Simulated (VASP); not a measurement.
Set up this calculation in VASP 6.6.1, as the native input.

| Item | Value |
| --- | --- |
| Task | single point |
| Functional | HF |
| Potentials or basis | VASP PAW PBE potentials, release 64 (Si, O) |
| Cutoff | 520 eV |
| k mesh | 5 × 5 × 5 |
| Occupations | fermi-dirac, width 0.05 eV |
| Spin | no spin polarisation |
| Dipole correction | no |
| Grid for exact exchange (PRECFOCK) | Normal |
| Further INCAR settings | ALGO = Normal; EDIFF = 1e-06; NBANDS = 12 |
| Share of exact exchange | 1 |

SiO:

```
Si O
1.0
     2.86311    0.00000    0.00000
     0.00000    2.86311    0.00000
     0.00000    0.00000    2.86311
Si O
1 1
Direct
  0.00000 0.00000 0.00000
  0.50000 0.50000 0.50000
```

The input as run:

POSCAR

```
SiO
1.0
    2.8631095595      0.0000000000      0.0000000000
    0.0000000000      2.8631095595      0.0000000000
    0.0000000000      0.0000000000      2.8631095595
Si O
1 1
Direct
    0.0000000000      0.0000000000      0.0000000000
    0.5000000000      0.5000000000      0.5000000000
```

INCAR.step1

```
PREC     = Accurate       # precision mode
ENCUT    = 520            # plane-wave cutoff, eV
EDIFF    = 1E-5           # SCF threshold, eV
ISMEAR   = -1             # smearing method
SIGMA    = 0.05           # smearing width, eV
LREAL    = False          # projectors in reciprocal space
LASPH    = True           # aspherical terms in the spheres
NELM     = 60             # most SCF steps
ALGO     = Normal         # electronic algorithm
ISIF     = 2              # what is computed and relaxed
LWAVE    = True           # write WAVECAR
LCHARG   = False          # write CHGCAR
GGA      = PE             # functional
NBANDS   = 12             # bands
```

INCAR.step2

```
PREC     = Accurate       # precision mode
ENCUT    = 520            # plane-wave cutoff, eV
EDIFF    = 1E-6           # SCF threshold, eV
ISMEAR   = -1             # smearing method
SIGMA    = 0.05           # smearing width, eV
LREAL    = False          # projectors in reciprocal space
LASPH    = True           # aspherical terms in the spheres
NELM     = 60             # most SCF steps
ALGO     = Normal         # electronic algorithm
ISIF     = 2              # what is computed and relaxed
LWAVE    = False          # write WAVECAR
LCHARG   = False          # write CHGCAR
GGA      = PE             # functional
LHFCALC  = True           # exact exchange
AEXX     = 1.0            # exact-exchange fraction
ALDAC    = 0.0          
AGGAC    = 0.0          
PRECFOCK = Normal       
ISTART   = 1            
NBANDS   = 12             # bands
```

KPOINTS

```
Automatic mesh
0
Gamma
  5 5 5
```

Potentials or basis: VASP PAW PBE potentials, release 64 (Si, O).

Run with:

```sh
$ cat potpaw_PBE.64/Si/POTCAR potpaw_PBE.64/O/POTCAR > POTCAR
$ cp INCAR.step1 INCAR
$ mpirun -np 1 vasp_std > vasp.out
$ cp INCAR.step2 INCAR
$ mpirun -np 1 vasp_std > vasp.out
```

It gave:

```
Pressure               : -0.4 GPa
Band gap on the k mesh : 7.04 eV (least direct gap 7.39 eV)
```

Caveat: the k points lie up to 0.44 Å⁻¹ apart; the PAW data sets were made with another functional, which shifts forces and pressure a little; an odd mesh through Γ misses points on the zone boundary, where band edges can lie.

Wall time 53 s on 1 thread of Intel(R) Xeon(R) 6975P-C (Granite Rapids), on a shared host, peak memory 0.14 GiB.
